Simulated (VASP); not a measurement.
Set up this calculation in VASP 6.6.1, as the native input.

* Task: single point
* Functional: r2SCAN
* Potentials or basis: VASP PAW PBE potentials, release 64 (Os, F)
* Cutoff: 520 eV
* k mesh: 4 × 4 × 5
* Occupations: gaussian, width 0.0154 eV
* Spin: no spin polarisation
* Dipole correction: no
* Further INCAR settings: ALGO = Normal; EDIFF = 1e-06; NBANDS = 31

The system is OsF2.

```
Os F
1.0
     4.92852    0.00000    0.00000
     0.00000    4.92852    0.00000
     0.00000    0.00000    3.37021
Os F
2 4
Direct
  0.00000 0.00000 0.00000
  0.50000 0.50000 0.50000
  0.31000 0.31000 0.00000
  0.19000 0.81000 0.50000
  0.69000 0.69000 0.00000
  0.81000 0.19000 0.50000
```

The input as run:

POSCAR

```
OsF2
1.0
    4.9285233400      0.0000000000      0.0000000000
    0.0000000000      4.9285233400      0.0000000000
    0.0000000000      0.0000000000      3.3702109700
Os F
2 4
Direct
    0.0000000000      0.0000000000      0.0000000000
    0.5000000000      0.5000000000      0.5000000000
    0.3100000000      0.3100000000      0.0000000000
    0.1900000000      0.8100000000      0.5000000000
    0.6900000000      0.6900000000      0.0000000000
    0.8100000000      0.1900000000      0.5000000000
```

INCAR.step1

```
PREC     = Accurate       # precision mode
ENCUT    = 520            # plane-wave cutoff, eV
ISMEAR   = 0              # smearing method
SIGMA    = 0.0154         # smearing width, eV
LREAL    = F              # projectors in reciprocal space
LASPH    = T              # aspherical terms in the spheres
NELM     = 100            # most SCF steps
NBANDS   = 31             # bands
GGA      = PE             # functional
ALGO     = Normal         # electronic algorithm
EDIFF    = 1E-4           # SCF threshold, eV
LWAVE    = T              # write WAVECAR
LCHARG   = F              # write CHGCAR
```

INCAR.step2

```
PREC     = Accurate       # precision mode
ENCUT    = 520            # plane-wave cutoff, eV
EDIFF    = 1E-6           # SCF threshold, eV
ISMEAR   = 0              # smearing method
SIGMA    = 0.0154         # smearing width, eV
LREAL    = F              # projectors in reciprocal space
LASPH    = T              # aspherical terms in the spheres
NELM     = 100            # most SCF steps
ALGO     = Normal         # electronic algorithm
ISIF     = 2              # what is computed and relaxed
LWAVE    = F              # write WAVECAR
LCHARG   = T              # write CHGCAR
METAGGA  = R2SCAN         # meta-GGA
LMIXTAU  = T            
LELF     = T              # ELF
LVHAR    = T            
NBANDS   = 31             # bands
ISTART   = 1
```

KPOINTS

```
regular mesh
0
Gamma
  4 4 5
```

Potentials or basis: VASP PAW PBE potentials, release 64 (Os, F).

The run is started by

```bash
$ cat potpaw_PBE.64/Os/POTCAR potpaw_PBE.64/F/POTCAR > POTCAR
$ cp INCAR.step1 INCAR
$ mpirun -np 1 vasp_std > vasp.out
$ cp INCAR.step2 INCAR
$ mpirun -np 1 vasp_std > vasp.out
```

Results of the run:

```
Pressure               : -5.5 GPa
Largest force          : 0.117 eV/Å
Band gap on the k mesh : 0.03 eV
```

Caveat: the cell stands under tension; the PAW data sets were made with another functional, which shifts forces and pressure a little; spin-orbit coupling is left out, which moves the levels of the heavy elements; an odd mesh through Γ misses points on the zone boundary, where band edges can lie.

Wall time 74 s on 1 thread of Intel(R) Xeon(R) 6975P-C (Granite Rapids), with other jobs on the host, peak memory 0.22 GiB.
